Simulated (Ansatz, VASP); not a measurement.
# Two plane-wave programs on Al2O3

```xyz
10
Lattice="4.5926 0.0000 0.0000 0.0000 9.5731 0.0000 0.0000 0.0000 2.8556" Properties=species:S:1:pos:R:3 pbc="T T T"
Al    1.9008    3.1687    1.4278
Al    2.6918    6.4044    1.4278
Al    4.1971    1.6179    0.0000
Al    0.3955    7.9553    0.0000
O     3.3597    2.1318    1.4278
O     0.0000    0.0000    0.0000
O     3.5291    6.9184    0.0000
O     1.0634    2.6548    0.0000
O     1.2329    7.4413    1.4278
O     2.2963    4.7866    1.4278
```

Change from the starting cell: strain +0.000 along x and y, -0.040 along z, atoms carried along.

Alike in both runs: task single point; functional LDA; k mesh 6 × 4 × 8; occupations gaussian, width 0.05 eV; no spin polarisation.

```csv
,VASP,Ansatz
version,VASP 6.6.1,Ansatz 0.2.0
potentials or method,"VASP PAW LDA potentials, release 64 (Al, O_h), cutoff 1340 eV","scalar-relativistic, plane waves, PAW"
valence electrons in the cell,48,48
```

Ansatz gave:

```
gap on the k mesh at the Fermi level (eV)                     : 3.43
least direct gap on the mesh (eV)                             : 3.43
pressure (GPa)                                                : 7.0
traceless stress, the component that is largest in VASP (GPa) : 8.66
rms of the force components (eV/Å)                            : 0.382
```

Question: Estimate VASP's values.

Answer: gap on the k mesh at the Fermi level (eV): 3.43; least direct gap on the mesh (eV): 3.43; pressure (GPa): 7.9; traceless stress, the component that is largest in VASP (GPa): 8.61; rms of the force components (eV/Å): 0.385.

LDA's correlation is that of Perdew and Zunger in VASP and of Perdew and Wang (1992) in Ansatz. Atom by atom the forces differ by 0.028 eV/Å (rms over components).
